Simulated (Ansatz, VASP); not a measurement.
**One calculation of Ge, two programs**

File INCAR:

```
PREC = Accurate
ENCUT = 520
EDIFF = 1E-6
ISMEAR = 0
SIGMA = 0.15
LREAL = F
LASPH = T
NELM = 80
ALGO = Normal
ISIF = 2
LWAVE = F
LCHARG = F
GGA = PE
NBANDS = 66
```

KPOINTS

```
Automatic mesh
0
Gamma
  15 15 4
```

Contents of POSCAR:

```
Ge
1.0
    4.1505862568      0.0000000000      0.0000000000
   -2.0752931284      3.5945131389      0.0000000000
    0.0000000000      0.0000000000     12.7975026055
Ge
8
Direct
    0.0000000000      0.0000000000      0.4180222316
    0.0000000000      0.0000000000      0.5819777684
    0.0000000000      0.0000000000      0.9180222316
    0.0000000000      0.0000000000      0.0819777684
    0.3333333333      0.6666666667      0.3442031336
    0.6666666667      0.3333333333      0.6557968664
    0.6666666667      0.3333333333      0.8442031336
    0.3333333333      0.6666666667      0.1557968664
```

Input for Ansatz:

```yaml
crystal:
  lattice:
    - [4.1505862568, 0.0, 0.0]
    - [-2.0752931284, 3.5945131389, 0.0]
    - [0.0, 0.0, 12.7975026055]
  atoms:
    - { symbol: Ge, position: [0.0, 0.0, 0.4180222316] }
    - { symbol: Ge, position: [0.0, 0.0, 0.5819777684] }
    - { symbol: Ge, position: [0.0, 0.0, 0.9180222316] }
    - { symbol: Ge, position: [0.0, 0.0, 0.0819777684] }
    - { symbol: Ge, position: [0.3333333333, 0.6666666667, 0.3442031336] }
    - { symbol: Ge, position: [0.6666666667, 0.3333333333, 0.6557968664] }
    - { symbol: Ge, position: [0.6666666667, 0.3333333333, 0.8442031336] }
    - { symbol: Ge, position: [0.3333333333, 0.6666666667, 0.1557968664] }
basis:
  ecutwfc: 420
kpoints:
  mp_grid: { grid: [15, 15, 4] }
hamiltonian:
  xc: pbe
scf:
  occupations: { method: gaussian, width: 0.15 }
output:
  forces: true
  stress: true
  eigenvalues: true
```

Alike in both runs: task single point; functional PBE; k mesh 15 × 15 × 4; occupations gaussian, width 0.15 eV; no spin polarisation.

|  | VASP | Ansatz |
| --- | --- | --- |
| version | VASP 6.6.1 | Ansatz 0.2.0 |
| potentials or method | VASP PAW PBE potentials, release 64 (Ge_d), cutoff 520 eV | scalar-relativistic, plane waves, PAW |
| valence electrons in the cell | 112 | 112 |

|  | VASP | Ansatz | Ansatz less VASP |
| --- | --- | --- | --- |
| gap on the k mesh at the Fermi level (eV) | none | none | - |
| pressure (GPa) | 3.8 | 3.8 | +0.05 |
| traceless stress, the component that is largest in VASP (GPa) | 16.55 | 16.58 | +0.030 |
| rms of the force components (eV/Å) | 2.442 | 2.443 | +0.0011 |

Atom by atom the forces differ by 0.001 eV/Å (rms over components). A gap of «none» marks a metal or a gap that the smearing closes. The functional is the same, so the differences come from potentials, cutoffs and numerics.
